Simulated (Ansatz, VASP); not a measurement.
# ZnCd3SO in VASP and in Ansatz

INCAR

```
SYSTEM = ZnCd3SO
ALGO = Normal ; EDIFF = 1E-6
ENCUT = 520 ; GGA = PE
ISIF = 2 ; ISMEAR = 0
ISPIN = 2 ; LASPH = .True.
LCHARG = .True. ; LELF = .True.
LORBIT = 11 ; LREAL = .False.
LVHAR = .True. ; LWAVE = .False.
MAGMOM = 0 0 0 0 0 1 ; NBANDS = 43
NELM = 150 ; PREC = Accurate
SIGMA = 0.1
```

The input KPOINTS:

```
k-points
0
Gamma
  4 4 4
  0 0 0
```

File POSCAR:

```
ZnCd3SO
1.0
    5.2482092100      0.0000000000      0.0000000000
    0.0000000000      5.2482092100      0.0000000000
    0.0000000000      0.0000000000      5.2792352700
Zn Cd S O
1 3 1 1
Direct
    0.0000000000      0.0000000000      0.5000000000
    0.0000000000      0.5000000000      0.5000000000
    0.5000000000      0.0000000000      0.5000000000
    0.0000000000      0.0000000000      0.0000000000
    0.5000000000      0.5000000000      0.5000000000
    0.5000000000      0.5000000000      0.0000000000
```

Input for Ansatz:

```yaml
crystal:
  lattice:
    - [5.24820921, 0.0, 0.0]
    - [0.0, 5.24820921, 0.0]
    - [0.0, 0.0, 5.27923527]
  atoms:
    - { symbol: Zn, position: [0.0, 0.0, 0.5] }
    - { symbol: Cd, position: [0.0, 0.5, 0.5] }
    - { symbol: Cd, position: [0.5, 0.0, 0.5] }
    - { symbol: Cd, position: [0.0, 0.0, 0.0] }
    - { symbol: S, position: [0.5, 0.5, 0.5] }
    - { symbol: O, position: [0.5, 0.5, 0.0], spin: 1.0 }
basis:
  ecutwfc: 420
kpoints:
  mp_grid: { grid: [4, 4, 4] }
hamiltonian:
  xc: pbe
scf:
  occupations: { method: gaussian, width: 0.1 }
  lower_state_search: "off"
output:
  forces: true
  stress: true
  eigenvalues: true
  populations: true
magnetization:
  spin_polarized: true
```

Alike in both runs: task single point; functional PBE; k mesh 4 × 4 × 4; occupations gaussian, width 0.1 eV; collinear spin.

|  | VASP | Ansatz |
| --- | --- | --- |
| version | VASP 6.6.1 | Ansatz 0.2.0 |
| potentials or method | VASP PAW PBE potentials, release 64 (Zn, Cd, S, O), cutoff 520 eV | scalar-relativistic, plane waves, PAW |
| valence electrons in the cell | 60 | 84 |

VASP gave:

| Property | Result |
| --- | --- |
| gap on the k mesh at the Fermi level (eV) | none |
| pressure (GPa) | -0.6 |
| traceless stress, the component that is largest in VASP (GPa) | -6.12 |
| net moment per atom (μB) | 0.00 |

Which values does Ansatz return?

gap on the k mesh at the Fermi level (eV): none; pressure (GPa): -0.8; traceless stress, the component that is largest in VASP (GPa): -6.01; net moment per atom (μB): 0.00.

A gap of «none» marks a metal or a gap that the smearing closes. The functional is the same, so the differences come from potentials, cutoffs and numerics. VASP's potentials hold 60 valence electrons a cell and Ansatz's 84, so a difference there can come from the potentials and not from the codes. Ansatz's warnings: seeded moment not kept.
